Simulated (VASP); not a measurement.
Sb:

```xyz
1
Lattice="3.1600 0.0000 0.0000 0.0000 3.1600 0.0000 0.0000 0.0000 3.1600" Properties=species:S:1:pos:R:3 pbc="T T T"
Sb    0.0000    0.0000    0.0000
```

Base run:

```yaml
Program: VASP 6.6.1
Functional: PBE
Potentials_or_basis: VASP PAW PBE potentials, release 64 (Sb)
Cutoff: 520 eV
k_mesh: 10 × 10 × 10
Occupations: gaussian, width 0.05 eV
Spin: no spin polarisation
```

Its results: pressure -2.7 GPa.

**Question.** The run is repeated on the same cell with these changes: functional from PBE to r2SCAN. What comes out?

**Answer.** Pressure -3.9 GPa.

Caveats: the PAW data sets were made with another functional, which shifts forces and pressure a little (some runs).
